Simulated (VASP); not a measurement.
# Cd3SeS2 (P3m1) in VASP: further runs

Runs on Cd3SeS2. Level: PBE. Tasks: single point.

Program: VASP 6.6.1. These are calculated values, not measurements. Logs are shortened: lines on timing, memory, paths and dates and some standing lists are left out, and cuts for length are marked.

**1. The cell of the first run**

Symmetry: P3m1, No. 156, trigonal system. Conventional cell: a = 4.252 Å, b = 4.252 Å, c = 10.428 Å, α = 90.00°, β = 90.00°, γ = 120.00°. Within 3.4 Å of Cd (site symmetry 3m) lie 3 S at 2.59 Å and 1 Se at 2.68 Å. Cd (site symmetry 3m) has 4 S at 2.57 to 2.59 Å within 3.4 Å. Within 3.4 Å of Cd (site symmetry 3m) lie 1 S at 2.56 Å and 3 Se at 2.65 Å. Se (site symmetry 3m) has 4 Cd at 2.65 to 2.68 Å within 3.5 Å. Within 3.4 Å of S (site symmetry 3m) lie 4 Cd at 2.57 to 2.59 Å. Within 3.4 Å of S (site symmetry 3m) lie 4 Cd at 2.56 to 2.59 Å.

**2. Single point, PBE**

INCAR reads:

```
SYSTEM = Cd3SeS2
ALGO     = Normal         ! electronic algorithm
EDIFF    = 1E-7           ! SCF threshold, eV
ENCUT    = 520            ! plane-wave cutoff, eV
GGA      = PE             ! functional
ISIF     = 2              ! what is computed and relaxed
ISMEAR   = 0              ! smearing method
LASPH    = .True.         ! aspherical terms in the spheres
LCHARG   = .False.        ! write CHGCAR
LREAL    = .False.        ! projectors in reciprocal space
LWAVE    = .False.        ! write WAVECAR
NBANDS   = 36             ! bands
NELM     = 60             ! most SCF steps
PREC     = Accurate       ! precision mode
SIGMA    = 0.02           ! smearing width, eV
```

KPOINTS reads:

```
k-points
0
Gamma
  6 6 4
  0 0 0
```

POSCAR reads:

```
Cd3SeS2
1.0
    4.2522953265      0.0000000289      0.0000000000
   -2.1261476882      3.6825957627      0.0000000000
    0.0000000000      0.0000000000     10.4284919000
Cd Se S
3 1 2
Direct
    0.0000000000      0.0000000000      0.9909710000
    0.3333333333      0.6666666667      0.6665880000
    0.6666666667      0.3333333333      0.3429170000
    0.0000000000      0.0000000000      0.2478580000
    0.3333333333      0.6666666667      0.9130000000
    0.6666666667      0.3333333333      0.5886650000
```

Potentials or basis: VASP PAW PBE potentials, release 64 (Cd, Se, S).

Command:

```
> cat potpaw_PBE.64/Cd/POTCAR potpaw_PBE.64/Se/POTCAR potpaw_PBE.64/S/POTCAR > POTCAR
> mpirun -np 1 vasp_std > vasp.out
```

OUTCAR:

```text
SYSTEM = Cd3SeS2
   EDIFF = 1E-7
   ENCUT = 520
   GGA = PE
   ISIF = 2
   ISMEAR = 0
   LASPH = .True.
   LREAL = .False.
   NELM = 60
   PREC = Accurate

 ion  position               nearest neighbor table
   1  0.000  0.000  0.991-   5 2.59   5 2.59   5 2.59   4 2.68
   2  0.333  0.667  0.667-   5 2.57   6 2.59   6 2.59   6 2.59
   3  0.667  0.333  0.343-   6 2.56   4 2.65   4 2.65   4 2.65
   4  0.000  0.000  0.248-   3 2.65   3 2.65   3 2.65   1 2.68
   5  0.333  0.667  0.913-   2 2.57   1 2.59   1 2.59   1 2.59
   6  0.667  0.333  0.589-   3 2.56   2 2.59   2 2.59   2 2.59

  LATTYP: Found a hexagonal cell.
 ALAT       =     4.2522953265
 C/A-ratio  =     2.4524382949

  Lattice vectors:

 A1 = (   4.2522953265,   0.0000000289,   0.0000000000)
 A2 = (  -2.1261476882,   3.6825957627,   0.0000000000)
 A3 = (   0.0000000000,   0.0000000000,  10.4284919000)

Analysis of symmetry for initial positions (statically):
=====================================================================
 Subroutine PRICEL returns:
 Original cell was already a primitive cell.

 Routine SETGRP: Setting up the symmetry group for a
 hexagonal supercell.

 Subroutine GETGRP returns: Found  6 space group operations
 (whereof  6 operations were pure point group operations)
 out of a pool of 24 trial point group operations.

The static configuration has the point symmetry C_3v.

Analysis of symmetry for dynamics (positions and initial velocities):
=====================================================================
 Subroutine PRICEL returns:
 Original cell was already a primitive cell.

 Routine SETGRP: Setting up the symmetry group for a
 hexagonal supercell.

 Subroutine GETGRP returns: Found  6 space group operations
 (whereof  6 operations were pure point group operations)
 out of a pool of 24 trial point group operations.

The dynamic configuration has the point symmetry C_3v.

 Subroutine INISYM returns: Found  6 space group operations
 (whereof  6 operations are pure point group operations),
 and found     1 'primitive' translations

----------------------------------------------------------------------------------------

                                     Primitive cell

  volume of cell :     163.3048

  direct lattice vectors                    reciprocal lattice vectors
     4.252295326  0.000000029  0.000000000     0.235167108  0.135773795  0.000000000
    -2.126147688  3.682595763  0.000000000    -0.000000002  0.271547588  0.000000000
     0.000000000  0.000000000 10.428491900     0.000000000  0.000000000  0.095891142

  length of vectors
     4.252295326  4.252295326 10.428491900     0.271547588  0.271547588  0.095891142

  position of ions in fractional coordinates (direct lattice)
     0.000000000  0.000000000  0.990971000
     0.333333333  0.666666667  0.666588000
     0.666666667  0.333333333  0.342917000
     0.000000000  0.000000000  0.247858000
     0.333333333  0.666666667  0.913000000
     0.666666667  0.333333333  0.588665000

  ion indices of the primitive-cell ions
   primitive index   ion index
                 1           1
                 2           2
                 3           3
                 4           4
                 5           5
                 6           6

----------------------------------------------------------------------------------------

 KPOINTS: k-points

Automatic generation of k-mesh.
 Grid dimensions read from file:
 generate k-points for:    6    6    4

 Generating k-lattice:

  Cartesian coordinates                     Fractional coordinates (reciprocal lattice)
     0.039194518  0.022628966  0.000000000     0.166666667  0.000000000  0.000000000
    -0.000000000  0.045257931  0.000000000     0.000000000  0.166666667  0.000000000
     0.000000000  0.000000000  0.023972786     0.000000000  0.000000000  0.250000000

  Length of vectors
     0.045257931  0.045257931  0.023972786

  Shift w.r.t. Gamma in fractional coordinates (k-lattice)
     0.000000000  0.000000000  0.000000000

 Subroutine IBZKPT returns following result:
 ===========================================

 Found     24 irreducible k-points:

 Following reciprocal coordinates:
            Coordinates               Weight
  0.000000  0.000000  0.000000      1.000000
  0.166667  0.000000  0.000000      6.000000
  0.333333  0.000000  0.000000      6.000000
  0.500000  0.000000  0.000000      3.000000
  0.166667  0.166667  0.000000      6.000000
  0.333333  0.166667  0.000000     12.000000
[... 16 lines left out ...]
  0.333333  0.166667  0.500000     12.000000
  0.333333  0.333333  0.500000      2.000000
   k-points           NKPTS =     24   k-points in BZ     NKDIM =     24   number of bands    NBANDS=     36
   number of dos      NEDOS =    301   number of ions     NIONS =      6
   total plane-waves  NPLWV =  81920
   dimension x,y,z NGX =    32 NGY =   32 NGZ =   80
   dimension x,y,z NGXF=    64 NGYF=   64 NGZF=  160
[... 49 lines left out ...]
   NGX = 15   NGY = 15   NGZ = 39

 number of electron      54.0000003 magnetization

 Free energy of the ion-electron system (eV)
  ---------------------------------------------------
  ext. energy  EPLUGINS =         0.00000000
  ---------------------------------------------------
  free energy    TOTEN  =       -17.74828283 eV

  energy without entropy =      -17.74828283  energy(sigma->0) =      -17.74828283

 E-fermi :   1.0537     XC(G=0):  -8.8306

 val. band max:        0.9498426712   @ k =   0.0000   0.0000   0.0000
 cond. band min:       1.6135830927   @ k =   0.0000   0.0000   0.0000
 fundamental gap:      0.6637404215
 Fermi energy:         1.0537000754

 k-point     1 :       0.0000    0.0000    0.0000
  band No.  band energies     occupation
      1     -11.3784      2.00000
      2     -11.1206      2.00000
      3     -11.0874      2.00000
      4      -6.8827      2.00000
      5      -6.8827      2.00000
      6      -6.8662      2.00000
[... 28 lines left out ...]
     35       7.4892      0.00000
     36       7.5636      0.00000

 k-point     2 :       0.1667    0.0000    0.0000
  band No.  band energies     occupation
      1     -11.2966      2.00000
      2     -11.0704      2.00000
      3     -11.0415      2.00000
      4      -6.8481      2.00000
      5      -6.8443      2.00000
      6      -6.8117      2.00000
[... 28 lines left out ...]
     35       7.4584      0.00000
     36       7.4877      0.00000

 k-point     3 :       0.3333    0.0000    0.0000
  band No.  band energies     occupation
      1     -11.1184      2.00000
      2     -10.9835      2.00000
      3     -10.9484      2.00000
      4      -6.7969      2.00000
      5      -6.7838      2.00000
      6      -6.7447      2.00000
[... 28 lines left out ...]
     35       7.8038      0.00000
     36       8.0119      0.00000

 k-point     4 :       0.5000    0.0000    0.0000
  band No.  band energies     occupation
      1     -10.9936      2.00000
      2     -10.9787      2.00000
      3     -10.8984      2.00000
      4      -6.7766      2.00000
      5      -6.7546      2.00000
      6      -6.7376      2.00000
[... 28 lines left out ...]
     35       8.1623      0.00000
     36       8.2248      0.00000

 k-point     5 :       0.1667    0.1667    0.0000
  band No.  band energies     occupation
      1     -11.1666      2.00000
      2     -10.9976      2.00000
      3     -10.9763      2.00000
      4      -6.8123      2.00000
      5      -6.7894      2.00000
      6      -6.7424      2.00000
[... 655 lines left out ...]
 k-point    22 :       0.1667    0.1667    0.5000
  band No.  band energies     occupation
      1     -11.1153      2.00000
      2     -11.0975      2.00000
      3     -10.9281      2.00000
      4      -6.8012      2.00000
      5      -6.7716      2.00000
      6      -6.7570      2.00000
[... 28 lines left out ...]
     35       7.7429      0.00000
     36       7.9102      0.00000

 k-point    23 :       0.3333    0.1667    0.5000
  band No.  band energies     occupation
      1     -11.0031      2.00000
      2     -10.9674      2.00000
      3     -10.9026      2.00000
      4      -6.7672      2.00000
      5      -6.7506      2.00000
      6      -6.7115      2.00000
[... 28 lines left out ...]
     35       7.8436      0.00000
     36       8.0785      0.00000

 k-point    24 :       0.3333    0.3333    0.5000
  band No.  band energies     occupation
      1     -10.9397      2.00000
      2     -10.9311      2.00000
      3     -10.9156      2.00000
      4      -6.7324      2.00000
      5      -6.7319      2.00000
      6      -6.7113      2.00000
[... 28 lines left out ...]
     35       7.5161      0.00000
     36       7.8430      0.00000

------------------------ aborting loop because EDIFF is reached ----------------------------------------

  FORCE on cell =-STRESS in cart. coord.  units (eV):
  Direction    XX          YY          ZZ          XY          YZ          ZX
  --------------------------------------------------------------------------------------
  -------------------------------------------------------------------------------------
  Total        0.2858264      0.2858264      0.2862107      0.0000000      0.0000000      0.0000000
  in kB        2.8042325      2.8042325      2.8080020      0.0000000      0.0000000      0.0000000
  external PRESSURE =       2.8054890 kB  Pullay stress =       0.0000000 kB

 VOLUME and BASIS-vectors are now :
 -----------------------------------------------------------------------------
  energy-cutoff  :      520.00
  volume of cell :      163.30
      direct lattice vectors                 reciprocal lattice vectors
     4.252295326  0.000000029  0.000000000     0.235167108  0.135773795  0.000000000
    -2.126147688  3.682595763  0.000000000    -0.000000002  0.271547588  0.000000000
     0.000000000  0.000000000 10.428491900     0.000000000  0.000000000  0.095891142

 POSITION                                       TOTAL-FORCE (eV/Angst)
 -----------------------------------------------------------------------------------
      0.00000      0.00000     10.33433         0.000000      0.000000      0.000293
     -0.00000      2.45506      6.95151         0.000000     -0.000000     -0.001043
      2.12615      1.22753      3.57611        -0.000000      0.000000      0.002032
      0.00000      0.00000      2.58479        -0.000000     -0.000000     -0.006600
     -0.00000      2.45506      9.52121        -0.000000      0.000000      0.004032
      2.12615      1.22753      6.13889        -0.000000      0.000000      0.001285
 -----------------------------------------------------------------------------------
    total drift:                               -0.000001      0.000001      0.000972

  FREE ENERGIE OF THE ION-ELECTRON SYSTEM (eV)
  ---------------------------------------------------
  free  energy   TOTEN  =       -17.7482828297 eV

  energy  without entropy=      -17.7482828297  energy(sigma->0) =      -17.74828283
```

It took 81 s on 1 thread of AMD EPYC 9R45 (Zen 5), shared host; peak memory 0.31 GiB.

What came out:

```
Free energy            : -17.7483 eV
Pressure               : 0.3 GPa
Largest force          : 0.007 eV/Å
Band gap on the k mesh : 0.66 eV
```

Forces on the atoms (eV/Å):
```
Cd   0.000  0.000  0.000
Cd   0.000  0.000 -0.001
Cd   0.000  0.000  0.002
Se   0.000  0.000 -0.007
S    0.000  0.000  0.004
S    0.000  0.000  0.001
```

Caveat: semilocal functionals underestimate gaps, and a narrow one can read as zero.

**3. Single point, PBE**

INCAR reads:

```
  PREC = Accurate
  ENCUT = 520
  EDIFF = 1E-6
  ISMEAR = 0
  SIGMA = 0.02
  LREAL = F
  LASPH = T
  NELM = 60
  ALGO = Normal
  ISIF = 2
  LWAVE = F
  LCHARG = T
  GGA = PE
  LELF = T
  LVHAR = T
  NBANDS = 36
```

KPOINTS reads:

```
Automatic mesh
0
Gamma
  6 6 4
```

POSCAR is that of step 2.

Potentials or basis: VASP PAW PBE potentials, release 64 (Cd, Se, S).

Command:

```
> cat potpaw_PBE.64/Cd/POTCAR potpaw_PBE.64/Se/POTCAR potpaw_PBE.64/S/POTCAR > POTCAR
> mpirun -np 1 vasp_std > vasp.out
```

It took 81 s on 1 thread of AMD EPYC 9R45 (Zen 5), shared host; peak memory 0.31 GiB.

The run converged. Its results:

- Free energy: -17.7483 eV
- Pressure: 0.3 GPa
- Largest force: 0.007 eV/Å
- Band gap on the k mesh: 0.66 eV

Forces on the atoms (eV/Å):
```
Cd   0.000  0.000  0.000
Cd   0.000  0.000 -0.001
Cd   0.000  0.000  0.002
Se   0.000  0.000 -0.007
S    0.000  0.000  0.004
S    0.000  0.000  0.001
```

Levels at points of the mesh, in eV from the valence-band top:
| k point | band 23 | band 24 | band 25 | band 26 | band 27 | band 28 | band 29 | band 30 | band 31 | band 32 |
| --- | --- | --- | --- | --- | --- | --- | --- | --- | --- | --- |
| (0.00, 0.00, 0.00) | -0.65 | -0.65 | -0.20 | 0.00 | 0.00 | 0.66 | 2.41 | 2.67 | 6.07 | 6.16 |
| (0.50, 0.00, 0.00) | -1.90 | -1.65 | -1.49 | -1.30 | -0.89 | 3.27 | 3.37 | 3.50 | 3.90 | 5.62 |
| (0.00, 0.00, 0.50) | -0.95 | -0.55 | -0.55 | -0.05 | -0.05 | 1.81 | 1.91 | 2.61 | 5.67 | 6.03 |
| (0.50, 0.00, 0.50) | -2.06 | -1.82 | -1.54 | -0.85 | -0.76 | 2.54 | 3.63 | 3.85 | 4.38 | 4.60 |

Caveat: semilocal functionals underestimate gaps, and a narrow one can read as zero.

**4. Single point, PBE (28.03 Å³/atom)**

This run uses another cell than the first one, of 28.03 Å³/atom.

INCAR reads:

```
SYSTEM = Cd3SeS2
PREC = Accurate
ENCUT = 520
EDIFF = 1E-6
ISMEAR = 0
SIGMA = 0.02
LREAL = .FALSE.
LASPH = .TRUE.
NELM = 80
ALGO = Normal
ISIF = 2
LWAVE = .FALSE.
LCHARG = .TRUE.
GGA = PE
LELF = .TRUE.
LVHAR = .TRUE.
NBANDS = 36
```

KPOINTS reads:

```
regular mesh
0
G
  6 6 4
  0 0 0
```

POSCAR reads:

```
Cd3SeS2
1.0
    4.2946459800      0.0000000292      0.0000000000
   -2.1473230153      3.7192725043      0.0000000000
    0.0000000000      0.0000000000     10.5305446060
Cd Se S
3 1 2
Direct
    0.0000000000      0.0000000000      0.9911446861
    0.3333333333      0.6666666667      0.6666479895
    0.6666666667      0.3333333333      0.3426532326
    0.0000000000      0.0000000000      0.2481972812
    0.3333333333      0.6666666667      0.9129544071
    0.6666666667      0.3333333333      0.5884014035
```

Command:

```
> cat potpaw_PBE.64/Cd/POTCAR potpaw_PBE.64/Se/POTCAR potpaw_PBE.64/S/POTCAR > POTCAR
> mpirun -np 1 vasp_std > vasp.out
```

It took 80 s on 1 thread of AMD EPYC 9R45 (Zen 5), shared host; peak memory 0.31 GiB.

The run converged. Its results:

```yaml
Free_energy: -17.7349 eV
Pressure: -1.1 GPa
Largest_force: 0.006 eV/Å
Band_gap_on_the_k_mesh: 0.60 eV
```

Forces on the atoms (eV/Å):
```
Cd   0.000  0.000  0.002
Cd   0.000  0.000  0.000
Cd   0.000  0.000  0.002
Se   0.000  0.000 -0.006
S    0.000  0.000  0.001
S    0.000  0.000  0.001
```

Levels at points of the mesh, in eV from the valence-band top:
```tsv
k point	band 25	band 26	band 27	band 28	band 29	band 30
(0.00, 0.00, 0.00)	-0.19	0.00	0.00	0.60	2.36	2.61
(0.50, 0.00, 0.00)	-1.42	-1.24	-0.84	3.28	3.32	3.46
(0.00, 0.00, 0.50)	-0.53	-0.05	-0.05	1.75	1.85	2.56
(0.50, 0.00, 0.50)	-1.46	-0.81	-0.72	2.50	3.63	3.85
```

Caveat: semilocal functionals underestimate gaps, and a narrow one can read as zero.

**5. Single point, PBE (28.85 Å³/atom)**

This run uses another cell than the first one, of 28.85 Å³/atom.

INCAR reads:

```
SYSTEM = Cd3SeS2
PREC     = Accurate       ! precision mode
ENCUT    = 520            ! plane-wave cutoff, eV
EDIFF    = 1E-6           ! SCF threshold, eV
ISMEAR   = 0              ! smearing method
SIGMA    = 0.02           ! smearing width, eV
LREAL    = .False.        ! projectors in reciprocal space
LASPH    = .True.         ! aspherical terms in the spheres
NELM     = 60             ! most SCF steps
ALGO     = Normal         ! electronic algorithm
ISIF     = 2              ! what is computed and relaxed
LWAVE    = .False.        ! write WAVECAR
LCHARG   = .False.        ! write CHGCAR
GGA      = PE             ! functional
NBANDS   = 36             ! bands
```

KPOINTS reads:

```
regular mesh
0
Gamma
  6 6 4
  0 0 0
```

POSCAR reads:

```
Cd3SeS2
1.0
    4.3362358891      0.0000000295      0.0000000000
   -2.1681179701      3.7552904220      0.0000000000
    0.0000000000      0.0000000000     10.6303707753
Cd Se S
3 1 2
Direct
    0.0000000000      0.0000000000      0.9913036603
    0.3333333333      0.6666666667      0.6666998733
    0.6666666667      0.3333333333      0.3424310537
    0.0000000000      0.0000000000      0.2485313662
    0.3333333333      0.6666666667      0.9128668595
    0.6666666667      0.3333333333      0.5881661870
```

Command:

```
> cat potpaw_PBE.64/Cd/POTCAR potpaw_PBE.64/Se/POTCAR potpaw_PBE.64/S/POTCAR > POTCAR
> mpirun -np 1 vasp_std > vasp.out
```

Run time: 81 s. Hardware: 1 thread of AMD EPYC 9R45 (Zen 5), shared host; peak memory 0.31 GiB.

It converged, with:

| Quantity | Value |
| --- | --- |
| Free energy | -17.6817 eV |
| Pressure | -2.3 GPa |
| Largest force | 0.007 eV/Å |
| Band gap on the k mesh | 0.55 eV |

Forces on the atoms (eV/Å):
```
Cd   0.000  0.000  0.003
Cd   0.000  0.000  0.000
Cd   0.000  0.000  0.002
Se   0.000  0.000 -0.007
S    0.000  0.000  0.001
S    0.000  0.000  0.001
```

Levels at points of the mesh, in eV from the valence-band top:
```tsv
k point	band 25	band 26	band 27	band 28	band 29	band 30
(0.00, 0.00, 0.00)	-0.19	0.00	0.00	0.55	2.31	2.54
(0.50, 0.00, 0.00)	-1.35	-1.17	-0.80	3.22	3.30	3.45
(0.00, 0.00, 0.50)	-0.51	-0.04	-0.04	1.68	1.79	2.51
(0.50, 0.00, 0.50)	-1.39	-0.77	-0.68	2.45	3.62	3.83
```

Caveat: semilocal functionals underestimate gaps, and a narrow one can read as zero.

**6. Summary**

```tsv
cell	gap on the mesh (eV)	pressure (GPa)	largest force (eV/Å)
a = 4.252, b = 4.252, c = 10.428 Å, angles 90.0, 90.0, 120.0°, 6 atoms, atomic positions A	0.66	0.3	0.01
a = 4.295, b = 4.295, c = 10.531 Å, angles 90.0, 90.0, 120.0°, 6 atoms, atomic positions B	0.60	-1.1	0.01
a = 4.336, b = 4.336, c = 10.630 Å, angles 90.0, 90.0, 120.0°, 6 atoms, atomic positions C	0.55	-2.3	0.01
```

Alike in all rows: task single point; level PBE; potentials or basis VASP PAW PBE potentials, release 64 (Cd, Se, S); no spin polarisation; k mesh 6 × 6 × 4; cutoff (eV) 520; smearing gaussian 0.02 eV.

Caveats: semilocal functionals underestimate gaps, and a narrow one can read as zero.

Total energies depend on the potentials used, so only differences within one code and one set of settings carry meaning.
